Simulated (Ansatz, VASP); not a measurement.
**Ru: VASP beside Ansatz**

INCAR

```
SYSTEM = Ru
PREC     = Accurate       ! precision mode
ENCUT    = 520            ! plane-wave cutoff, eV
EDIFF    = 1E-6           ! SCF threshold, eV
ISMEAR   = -1             ! smearing method
SIGMA    = 0.1            ! smearing width, eV
LREAL    = .FALSE.        ! projectors in reciprocal space
LASPH    = .TRUE.         ! aspherical terms in the spheres
NELM     = 100            ! most SCF steps
ALGO     = Normal         ! electronic algorithm
ISIF     = 2              ! what is computed and relaxed
LWAVE    = .FALSE.        ! write WAVECAR
LCHARG   = .FALSE.        ! write CHGCAR
GGA      = CA             ! functional
NBANDS   = 13             ! bands
```

KPOINTS

```
regular mesh
0
G
  17 17 17
  0 0 0
```

The input POSCAR:

```
Ru
1.0
    2.4225397869      0.0000000000      0.0000000000
    0.0000000000      2.4225397869      0.0000000000
    0.0000000000      0.0000000000      2.4225397869
Ru
1
Direct
    0.0000000000      0.0000000000      0.0000000000
```

Input for Ansatz:

```yaml
crystal:
  lattice:
    - [2.4225397869, 0.0, 0.0]
    - [0.0, 2.4225397869, 0.0]
    - [0.0, 0.0, 2.4225397869]
  atoms:
    - { symbol: Ru, position: [0.0, 0.0, 0.0] }
kpoints:
  mp_grid: { grid: [17, 17, 17] }
scf:
  occupations: { method: fermi_dirac, width: 0.1 }
hamiltonian:
  xc: lda
  pseudopotentials: { kind: all_electron, lapw: { basis_error: 0.001 } }
output:
  forces: true
  stress: true
  eigenvalues: true
  populations: true
```

Change from the starting cell: volume scaled by 0.95, LAPW.

Alike in both runs: task single point; functional LDA; k mesh 17 × 17 × 17; occupations fermi-dirac, width 0.1 eV; no spin polarisation.

```csv
,VASP,Ansatz
version,VASP 6.6.1,Ansatz 0.2.0
potentials or method,"VASP PAW LDA potentials, release 64 (Ru_pv), cutoff 520 eV","all-electron LAPW, scalar-relativistic"
```

Ansatz gave:

| Item | Value |
| --- | --- |
| pressure (GPa) | 15.3 |

Task: What did VASP give for the same quantities?

Result: Pressure (GPa): 16.4.

LDA's correlation is that of Perdew and Zunger in VASP and of Perdew and Wang (1992) in Ansatz. Ansatz ran all-electron here, and VASP with PAW potentials.
